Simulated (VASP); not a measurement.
Runs of VASP 6.6.1 on Na. The structure is that of space group P6_3/mmc (No. 194), or close to it. The cells are those of the table. This isn't the form of Na at room conditions, which is bcc.

```tsv
cell	gap on the mesh (eV)	pressure (GPa)
a = 3.767, b = 3.767, c = 6.339 Å, angles 90.0, 90.0, 120.0°, 2 atoms	none	-0.5
a = 3.880, b = 3.880, c = 6.339 Å, angles 90.0, 90.0, 120.0°, 2 atoms	none	-0.8
a = 3.880, b = 3.880, c = 6.154 Å, angles 90.0, 90.0, 120.0°, 2 atoms	none	(a)
a = 3.824, b = 3.824, c = 6.246 Å, angles 90.0, 90.0, 120.0°, 2 atoms	none	-0.5
a = 3.880, b = 3.880, c = 5.969 Å, angles 90.0, 90.0, 120.0°, 2 atoms	none	-0.5
```

Alike in all rows: task single point; level PBEsol; potentials or basis VASP PAW PBE potentials, release 64 (Na_pv); no spin polarisation; k mesh 12 × 12 × 8; cutoff (eV) 520; smearing gaussian 0.15 eV.

Question: Fill in the values left out.

Answer: (a) -0.6.

Caveats: the PAW data sets were made with another functional, which shifts forces and pressure a little.

A gap of «none» marks levels without a gap at the run's occupations.
